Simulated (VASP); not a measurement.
# C in VASP: a series of runs, part 2 of 2

VASP 6.6.1. Earlier steps stand in the parts before.

### 3 Single point, PBE0

Input file POSCAR:

```
C
1.0
    2.4562275060      0.0000000000      0.0000000000
   -1.2281137530      2.1271554177      0.0000000000
    0.0000000000      0.0000000000     24.1339601687
C
4
Direct
    0.6666666667      0.3333333333      0.5704754400
    0.3333333333      0.6666666667      0.4295245600
    0.0000000000      0.0000000000      0.4295312300
    0.0000000000      0.0000000000      0.5704687700
```

Input file INCAR.step1:

```
  PREC = Accurate
  ENCUT = 520
  EDIFF = 1E-5
  ISMEAR = 1
  SIGMA = 0.1
  LREAL = F
  LASPH = T
  NELM = 100
  ALGO = Normal
  ISIF = 2
  LWAVE = T
  LCHARG = F
  GGA = PE
  NBANDS = 16
```

Input file INCAR.step2:

```
  PREC = Accurate
  ENCUT = 520
  EDIFF = 1E-6
  ISMEAR = 1
  SIGMA = 0.1
  LREAL = F
  LASPH = T
  NELM = 100
  ALGO = Normal
  ISIF = 2
  LWAVE = F
  LCHARG = F
  GGA = PE
  LHFCALC = T
  AEXX = 0.25
  PRECFOCK = Normal
  ISTART = 1
  NBANDS = 16
```

Input file KPOINTS:

```
regular mesh
0
Gamma
  6 6 1
```

Potentials or basis: VASP PAW PBE potentials, release 64 (C).

Command:

```
$ cat potpaw_PBE.64/C/POTCAR > POTCAR
$ cp INCAR.step1 INCAR
$ mpirun -np 1 vasp_std > vasp.out
$ cp INCAR.step2 INCAR
$ mpirun -np 1 vasp_std > vasp.out
```

OUTCAR:

```text
PREC = Accurate
   ENCUT = 520
   EDIFF = 1E-6
   ISMEAR = 1
   LREAL = F
   LASPH = T
   NELM = 100
   ISIF = 2
   GGA = PE
   LHFCALC = T
   AEXX = 0.25
   PRECFOCK = Normal
   ISTART = 1

 ion  position               nearest neighbor table
   1  0.667  0.333  0.570-   4 1.42   4 1.42   4 1.42
   2  0.333  0.667  0.430-   3 1.42   3 1.42   3 1.42
   3  0.000  0.000  0.430-   2 1.42   2 1.42   2 1.42
   4  0.000  0.000  0.570-   1 1.42   1 1.42   1 1.42

  LATTYP: Found a hexagonal cell.
 ALAT       =     2.4562275060
 C/A-ratio  =     9.8256208392

  Lattice vectors:

 A1 = (   2.4562275060,   0.0000000000,   0.0000000000)
 A2 = (  -1.2281137530,   2.1271554177,   0.0000000000)
 A3 = (   0.0000000000,   0.0000000000,  24.1339601687)

Analysis of symmetry for initial positions (statically):
=====================================================================
 Subroutine PRICEL returns:
 Original cell was already a primitive cell.

 Routine SETGRP: Setting up the symmetry group for a
 hexagonal supercell.

 Subroutine GETGRP returns: Found 12 space group operations
 (whereof 12 operations were pure point group operations)
 out of a pool of 24 trial point group operations.

The static configuration has the point symmetry D_3d.

Analysis of symmetry for dynamics (positions and initial velocities):
=====================================================================
 Subroutine PRICEL returns:
 Original cell was already a primitive cell.

 Routine SETGRP: Setting up the symmetry group for a
 hexagonal supercell.

 Subroutine GETGRP returns: Found 12 space group operations
 (whereof 12 operations were pure point group operations)
 out of a pool of 24 trial point group operations.
[... 111 lines left out ...]
   LORBIT       =      0    0 simple, 1 ext, 2 COOP (PROOUT), +10 PAW based schemes
   GGA     = PE    functional components
   LHFCALC =     T    Hartree Fock is set to
   PRECFOCK=normal    Normal, Fast or Accurate (Low or Medium for compatibility)
   ENCUT4O =  -1.0   cutoff for four orbital integrals eV
   NKREDX  =     1    reduce k-point grid by
   NKREDY  =     1    reduce k-point grid by
   NKREDZ  =     1    reduce k-point grid by
   AEXX    =    0.2500 exact exchange contribution
   HFSCREEN=    0.0000 screening length (either q_TF or 0.3 A-1)
   HFSCREENC=   0.0000 screening length for correlation (either q_TF or 0.3 A-1)
   ENCUTFOCK=  -1.0 apply spherical cutoff to Coloumb kernel
   IVDW    =     0    specifies the selected vdW correction
   LEPSILON=     F    determine dielectric tensor
   LRPA    =     F    only Hartree local field effects (RPA)
 non-spin polarized calculation
 Methfessel and Paxton  Order N= 1 SIGMA  =   0.10
  energy-cutoff  :      520.00
  volume of cell :      126.09
 maximum number of plane-waves:      3452
  NGX = 14; NGY = 14; NGZ =140

 number of electron      15.9999996 magnetization

 Free energy of the ion-electron system (eV)
  ---------------------------------------------------
  ext. energy  EPLUGINS =         0.00000000
  ---------------------------------------------------
  free energy    TOTEN  =       -44.38077967 eV

  energy without entropy =      -44.38110259  energy(sigma->0) =      -44.38088731

 E-fermi :  -2.1719     XC(G=0):  -2.5190

 val. band max:       -2.2560930934   @ k =   0.3333   0.3333   0.0000
 cond. band min:      -1.3605189825   @ k =   0.3333   0.3333   0.0000
 fundamental gap:      0.8955741109
 Fermi energy:        -2.1719180558

 k-point     1 :       0.0000    0.0000    0.0000
  band No.  band energies     occupation
      1     -24.4494      2.00000
      2     -24.3065      2.00000
      3     -11.6508      2.00000
      4     -10.6464      2.00000
      5      -6.2115      2.00000
      6      -6.2106      2.00000
[... 110 lines left out ...]
      3     -16.7587      2.00000
      4     -16.7222      2.00000
      5     -14.4124      2.00000
      6     -14.4114      2.00000
[... 8 lines left out ...]
     15      12.2476      0.00000
     16      13.0069      0.00000

------------------------ aborting loop because EDIFF is reached ----------------------------------------

  FORCE on cell =-STRESS in cart. coord.  units (eV):
  Direction    XX          YY          ZZ          XY          YZ          ZX
  --------------------------------------------------------------------------------------
  -------------------------------------------------------------------------------------
  Total       -0.4826800     -0.4826800      0.0542841      0.0000000      0.0000000      0.0000000
  in kB       -6.1330079     -6.1330079      0.6897423      0.0000000      0.0000000      0.0000000
  external PRESSURE =      -3.8587578 kB  Pullay stress =       0.0000000 kB

 VOLUME and BASIS-vectors are now :
 -----------------------------------------------------------------------------
  energy-cutoff  :      520.00
  volume of cell :      126.09
      direct lattice vectors                 reciprocal lattice vectors
     2.456227506  0.000000000  0.000000000     0.407128410  0.235055697  0.000000000
    -1.228113753  2.127155418  0.000000000     0.000000000  0.470111395  0.000000000
     0.000000000  0.000000000 24.133960169     0.000000000  0.000000000  0.041435388

 POSITION                                       TOTAL-FORCE (eV/Angst)
 -----------------------------------------------------------------------------------
      1.22811      0.70905     13.76783        -0.000000      0.000000      0.053147
     -0.00000      1.41810     10.36613         0.000000      0.000000     -0.053147
      0.00000      0.00000     10.36629         0.000000      0.000000      0.025102
      0.00000      0.00000     13.76767        -0.000000      0.000000     -0.025102
 -----------------------------------------------------------------------------------
    total drift:                                0.000000      0.000000      0.000000

  FREE ENERGIE OF THE ION-ELECTRON SYSTEM (eV)
  ---------------------------------------------------
  free  energy   TOTEN  =       -44.3807796733 eV

  energy  without entropy=      -44.3811025896  energy(sigma->0) =      -44.38088731
```

OSZICAR.step1:

```text
N       E                     dE             d eps       ncg     rms          rms(c)
DAV:   1     0.115680532072E+03    0.11568E+03   -0.64408E+03   224   0.786E+02
DAV:   2    -0.270514590720E+02   -0.14273E+03   -0.12343E+03   328   0.190E+02
DAV:   3    -0.390783573737E+02   -0.12027E+02   -0.11898E+02   296   0.615E+01
DAV:   4    -0.393298936036E+02   -0.25154E+00   -0.25106E+00   312   0.112E+01
DAV:   5    -0.393363068213E+02   -0.64132E-02   -0.64090E-02   296   0.170E+00    0.907E+00
DAV:   6    -0.374566315499E+02    0.18797E+01   -0.14366E+00   288   0.701E+00    0.532E+00
DAV:   7    -0.367979294516E+02    0.65870E+00   -0.20404E+00   320   0.824E+00    0.141E+00
DAV:   8    -0.367934479755E+02    0.44815E-02   -0.10459E-01   288   0.175E+00    0.206E-01
DAV:   9    -0.367928292882E+02    0.61869E-03   -0.30202E-03   304   0.345E-01    0.100E-01
DAV:  10    -0.367898180757E+02    0.30112E-02   -0.22459E-03   296   0.246E-01    0.750E-02
DAV:  11    -0.367896955388E+02    0.12254E-03   -0.24392E-04   304   0.987E-02    0.338E-02
DAV:  12    -0.367901511484E+02   -0.45561E-03   -0.31293E-04   256   0.879E-02    0.188E-02
DAV:  13    -0.367905278606E+02   -0.37671E-03   -0.77650E-05   272   0.441E-02    0.146E-02
DAV:  14    -0.367909303606E+02   -0.40250E-03   -0.22397E-05   264   0.241E-02    0.493E-03
DAV:  15    -0.367911882174E+02   -0.25786E-03   -0.18462E-05   272   0.147E-02    0.386E-03
DAV:  16    -0.367912395772E+02   -0.51360E-04   -0.16169E-06   208   0.526E-03    0.195E-03
DAV:  17    -0.367912487487E+02   -0.91714E-05   -0.46466E-07   216   0.252E-03
   1 F= -.36791249E+02 E0= -.36790205E+02  d E =-.313004E-02
```

Run time: 16 min. Hardware: 1 thread of Intel Xeon Platinum 8259CL at 2.50GHz (Skylake/Cascade Lake), shared host; peak memory 0.23 GiB.

Results:

| Item | Value |
| --- | --- |
| Free energy | -44.3808 eV |
| Largest force | 0.053 eV/Å |

Forces on the atoms (eV/Å):
```
C    0.000  0.000  0.053
C    0.000  0.000 -0.053
C    0.000  0.000  0.025
C    0.000  0.000 -0.025
```

Caveat: the k points lie up to 0.49 Å⁻¹ apart; there is no dipole correction, which matters where the two faces differ; the PAW data sets were made with another functional, which shifts forces and pressure a little.

### 4 Single point, PBE0

POSCAR is that of step 3.

Input file INCAR.step1:

```
SYSTEM = C
PREC     = Accurate       ! precision mode
ENCUT    = 520            ! plane-wave cutoff, eV
EDIFF    = 1E-5           ! SCF threshold, eV
ISMEAR   = 1              ! smearing method
SIGMA    = 0.1            ! smearing width, eV
LREAL    = .False.        ! projectors in reciprocal space
LASPH    = .True.         ! aspherical terms in the spheres
NELM     = 60             ! most SCF steps
ALGO     = Normal         ! electronic algorithm
ISIF     = 2              ! what is computed and relaxed
LWAVE    = .True.         ! write WAVECAR
GGA      = PE             ! functional
NBANDS   = 16             ! bands
```

Input file INCAR.step2:

```
SYSTEM = C
PREC     = Accurate       ! precision mode
ENCUT    = 520            ! plane-wave cutoff, eV
EDIFF    = 1E-7           ! SCF threshold, eV
ISMEAR   = 1              ! smearing method
SIGMA    = 0.1            ! smearing width, eV
LREAL    = .False.        ! projectors in reciprocal space
LASPH    = .True.         ! aspherical terms in the spheres
NELM     = 60             ! most SCF steps
ALGO     = Normal         ! electronic algorithm
ISIF     = 2              ! what is computed and relaxed
LWAVE    = .False.        ! write WAVECAR
LCHARG   = .True.         ! write CHGCAR
GGA      = PE             ! functional
LHFCALC  = .True.         ! exact exchange
AEXX     = 0.25           ! exact-exchange fraction
PRECFOCK = Normal       
LELF     = .True.         ! ELF
LVHAR    = .True.       
ISTART   = 1            
NBANDS   = 16             ! bands
```

Input file KPOINTS:

```
regular mesh
0
Gamma
  6 6 1
  0 0 0
```

Potentials or basis: VASP PAW PBE potentials, release 64 (C).

Command:

```
$ cat potpaw_PBE.64/C/POTCAR > POTCAR
$ cp INCAR.step1 INCAR
$ mpirun -np 1 vasp_std > vasp.out
$ cp INCAR.step2 INCAR
$ mpirun -np 1 vasp_std > vasp.out
```

OUTCAR:

```text
SYSTEM = C
   PREC = Accurate
   ENCUT = 520
   EDIFF = 1E-7
   ISMEAR = 1
   LREAL = .False.
   LASPH = .True.
   NELM = 60
   ISIF = 2
   GGA = PE
   LHFCALC = .True.
   AEXX = 0.25
   PRECFOCK = Normal
   ISTART = 1

 ion  position               nearest neighbor table
   1  0.667  0.333  0.570-   4 1.42   4 1.42   4 1.42
   2  0.333  0.667  0.430-   3 1.42   3 1.42   3 1.42
   3  0.000  0.000  0.430-   2 1.42   2 1.42   2 1.42
   4  0.000  0.000  0.570-   1 1.42   1 1.42   1 1.42

  LATTYP: Found a hexagonal cell.
 ALAT       =     2.4562275060
 C/A-ratio  =     9.8256208392

  Lattice vectors:

 A1 = (   2.4562275060,   0.0000000000,   0.0000000000)
 A2 = (  -1.2281137530,   2.1271554177,   0.0000000000)
 A3 = (   0.0000000000,   0.0000000000,  24.1339601687)

Analysis of symmetry for initial positions (statically):
=====================================================================
 Subroutine PRICEL returns:
 Original cell was already a primitive cell.

 Routine SETGRP: Setting up the symmetry group for a
[... 161 lines left out ...]

 E-fermi :  -2.1738     XC(G=0):  -2.5216

 val. band max:       -2.2579937214   @ k =   0.3333   0.3333   0.0000
 cond. band min:      -1.3624189474   @ k =   0.3333   0.3333   0.0000
 fundamental gap:      0.8955747741
 Fermi energy:        -2.1738186804

 k-point     1 :       0.0000    0.0000    0.0000
  band No.  band energies     occupation
      1     -24.4513      2.00000
      2     -24.3084      2.00000
      3     -11.6527      2.00000
      4     -10.6483      2.00000
      5      -6.2134      2.00000
      6      -6.2125      2.00000
[... 110 lines left out ...]
      3     -16.7606      2.00000
      4     -16.7241      2.00000
      5     -14.4143      2.00000
      6     -14.4133      2.00000
[... 8 lines left out ...]
     15      12.2453      0.00000
     16      13.0033      0.00000

------------------------ aborting loop because EDIFF is reached ----------------------------------------

  FORCE on cell =-STRESS in cart. coord.  units (eV):
  Direction    XX          YY          ZZ          XY          YZ          ZX
  --------------------------------------------------------------------------------------
  -------------------------------------------------------------------------------------
  Total       -0.4827470     -0.4827470      0.0552160      0.0000000      0.0000000      0.0000000
  in kB       -6.1338591     -6.1338591      0.7015834      0.0000000      0.0000000      0.0000000
  external PRESSURE =      -3.8553782 kB  Pullay stress =       0.0000000 kB

 VOLUME and BASIS-vectors are now :
 -----------------------------------------------------------------------------
  energy-cutoff  :      520.00
  volume of cell :      126.09
      direct lattice vectors                 reciprocal lattice vectors
     2.456227506  0.000000000  0.000000000     0.407128410  0.235055697  0.000000000
    -1.228113753  2.127155418  0.000000000     0.000000000  0.470111395  0.000000000
     0.000000000  0.000000000 24.133960169     0.000000000  0.000000000  0.041435388

 POSITION                                       TOTAL-FORCE (eV/Angst)
 -----------------------------------------------------------------------------------
      1.22811      0.70905     13.76783        -0.000000     -0.000000      0.053150
     -0.00000      1.41810     10.36613         0.000000      0.000000     -0.053150
      0.00000      0.00000     10.36629        -0.000000      0.000000      0.025105
      0.00000      0.00000     13.76767         0.000000     -0.000000     -0.025105
 -----------------------------------------------------------------------------------
    total drift:                                0.000000     -0.000000      0.000000

  FREE ENERGIE OF THE ION-ELECTRON SYSTEM (eV)
  ---------------------------------------------------
  free  energy   TOTEN  =       -44.3807765572 eV

  energy  without entropy=      -44.3810994734  energy(sigma->0) =      -44.38088420
```

OUTCAR.step1:

```text
SYSTEM = C
   PREC = Accurate
   ENCUT = 520
   EDIFF = 1E-5
   ISMEAR = 1
   LREAL = .False.
[... 343 lines left out ...]
     -0.00000      1.41810     10.36613        -0.000000      0.000000     -0.061842
      0.00000      0.00000     10.36629        -0.000000     -0.000000      0.006538
      0.00000      0.00000     13.76767         0.000000      0.000000     -0.006538
 -----------------------------------------------------------------------------------
    total drift:                               -0.000000      0.000000      0.000000

  FREE ENERGIE OF THE ION-ELECTRON SYSTEM (eV)
  ---------------------------------------------------
  free  energy   TOTEN  =       -36.7912487487 eV

  energy  without entropy=      -36.7881187043  energy(sigma->0) =      -36.79020540
```

OSZICAR.step1:

```text
N       E                     dE             d eps       ncg     rms          rms(c)
DAV:   1     0.115680532072E+03    0.11568E+03   -0.64408E+03   224   0.786E+02
DAV:   2    -0.270514590720E+02   -0.14273E+03   -0.12343E+03   328   0.190E+02
DAV:   3    -0.390783573737E+02   -0.12027E+02   -0.11898E+02   296   0.615E+01
DAV:   4    -0.393298936036E+02   -0.25154E+00   -0.25106E+00   312   0.112E+01
DAV:   5    -0.393363068213E+02   -0.64132E-02   -0.64090E-02   296   0.170E+00    0.907E+00
DAV:   6    -0.374566315499E+02    0.18797E+01   -0.14366E+00   288   0.701E+00    0.532E+00
DAV:   7    -0.367979294516E+02    0.65870E+00   -0.20404E+00   320   0.824E+00    0.141E+00
DAV:   8    -0.367934479755E+02    0.44815E-02   -0.10459E-01   288   0.175E+00    0.206E-01
DAV:   9    -0.367928292882E+02    0.61869E-03   -0.30202E-03   304   0.345E-01    0.100E-01
DAV:  10    -0.367898180757E+02    0.30112E-02   -0.22459E-03   296   0.246E-01    0.750E-02
DAV:  11    -0.367896955388E+02    0.12254E-03   -0.24392E-04   304   0.987E-02    0.338E-02
DAV:  12    -0.367901511484E+02   -0.45561E-03   -0.31293E-04   256   0.879E-02    0.188E-02
DAV:  13    -0.367905278606E+02   -0.37671E-03   -0.77650E-05   272   0.441E-02    0.146E-02
DAV:  14    -0.367909303606E+02   -0.40250E-03   -0.22397E-05   264   0.241E-02    0.493E-03
DAV:  15    -0.367911882174E+02   -0.25786E-03   -0.18462E-05   272   0.147E-02    0.386E-03
DAV:  16    -0.367912395772E+02   -0.51360E-04   -0.16169E-06   208   0.526E-03    0.195E-03
DAV:  17    -0.367912487487E+02   -0.91714E-05   -0.46466E-07   216   0.252E-03
   1 F= -.36791249E+02 E0= -.36790205E+02  d E =-.313004E-02
```

It took 21 min on 1 thread of Intel Xeon Platinum 8259CL at 2.50GHz (Skylake/Cascade Lake), shared host; peak memory 0.24 GiB.

Results:

```
Free energy   : -44.3808 eV
Largest force : 0.053 eV/Å
```

Forces in eV/Å, atoms in the order of the input:
```
C    0.000  0.000  0.053
C    0.000  0.000 -0.053
C    0.000  0.000  0.025
C    0.000  0.000 -0.025
```

Caveat: the k points lie up to 0.49 Å⁻¹ apart; there is no dipole correction, which matters where the two faces differ; the PAW data sets were made with another functional, which shifts forces and pressure a little.
